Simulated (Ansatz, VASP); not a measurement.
One calculation of HfN, two programs

```
Hf N
1.0
     0.00000    2.23411    2.23411
     2.23411    0.00000    2.23411
     2.23411    2.23411    0.00000
Hf N
1 1
Direct
  0.00000 0.00000 0.00000
  0.50000 0.50000 0.50000
```

Alike in both runs: functional LDA; k mesh 16 × 16 × 16; occupations gaussian, width 0.1 eV; no spin polarisation.

Ansatz relaxed the structure, and its values are those at the end. VASP's run is a single point on that final structure, the one shown.

```csv
,VASP,Ansatz
version,VASP 6.6.1,Ansatz 0.2.0
potentials or method,"VASP PAW LDA potentials, release 64 (Hf_pv, N), cutoff 600 eV","scalar-relativistic, plane waves, PAW"
valence electrons in the cell,15,31
```

```csv
,VASP,Ansatz,Ansatz less VASP
gap on the k mesh at the Fermi level (eV),none,none,-
pressure (GPa),-1.3,0.0,+1.32
```

Ansatz warns that its potentials were made for another functional, while VASP's fit it. LDA's correlation is that of Perdew and Zunger in VASP and of Perdew and Wang (1992) in Ansatz. A gap of «none» marks a metal or a gap that the smearing closes. VASP's potentials hold 15 valence electrons a cell and Ansatz's 31, so a difference there can come from the potentials and not from the codes.

Neither program's run includes spin-orbit coupling.
